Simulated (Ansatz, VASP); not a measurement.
NbSi: VASP beside Ansatz

Contents of POSCAR:

```
NbSi
1.0
    0.0000000000      2.5738300000      2.5738300000
    2.5738300000      0.0000000000      2.5738300000
    2.5738300000      2.5738300000      0.0000000000
Nb Si
1 1
Direct
    0.0000000000      0.0000000000      0.0000000000
    0.5000000000      0.5000000000      0.5000000000
```

INCAR.step1

```
  PREC = Accurate
  ENCUT = 520
  EDIFF = 1E-5
  ISMEAR = -1
  SIGMA = 0.05
  LREAL = F
  LASPH = T
  NELM = 60
  ALGO = Normal
  ISIF = 2
  LWAVE = T
  LCHARG = F
  GGA = PE
  NBANDS = 16
```

The input INCAR.step2:

```
  PREC = Accurate
  ENCUT = 520
  EDIFF = 1E-6
  ISMEAR = -1
  SIGMA = 0.05
  LREAL = F
  LASPH = T
  NELM = 60
  ALGO = Normal
  ISIF = 2
  LWAVE = F
  LCHARG = F
  METAGGA = R2SCAN
  LHFCALC = T
  AEXX = 0.25
  LMIXTAU = T
  PRECFOCK = Normal
  ISTART = 1
  NBANDS = 16
```

File KPOINTS:

```
regular mesh
0
Gamma
  5 5 5
```

The input input:

```
crystal:
  lattice:
    - [0.0, 2.57383, 2.57383]
    - [2.57383, 0.0, 2.57383]
    - [2.57383, 2.57383, 0.0]
  atoms:
    - { symbol: Nb, position: [0.0, 0.0, 0.0] }
    - { symbol: Si, position: [0.5, 0.5, 0.5] }
hamiltonian:
  xc: r2scan0
  pseudopotentials: { kind: paw }
kpoints:
  mp_grid: { grid: [5, 5, 5] }
scf:
  occupations: { method: fermi_dirac, width: 0.05 }
output:
  forces: true
  stress: true
  eigenvalues: true
```

Alike in both runs: task single point; functional r2SCAN0; k mesh 5 × 5 × 5; occupations fermi-dirac, width 0.05 eV; no spin polarisation.

|  | VASP | Ansatz |
| --- | --- | --- |
| version | VASP 6.6.1 | Ansatz 0.2.0 |
| potentials or method | VASP PAW PBE potentials, release 64 (Nb_sv, Si) | Ansatz PAW |
| plane-wave cutoff (eV) | 520 | 500 |
| valence electrons in the cell | 17 | 17 |

```tsv
	VASP	Ansatz	Ansatz less VASP
gap on the k mesh at the Fermi level (eV)	none	none	-
pressure (GPa)	-4.6	-4.2	+0.44
```

VASP's potentials were made for PBE, not for r2SCAN0. A gap of «none» marks a metal or a gap that the smearing closes.

The k mesh is coarse, so the values compare programs but aren't converged.
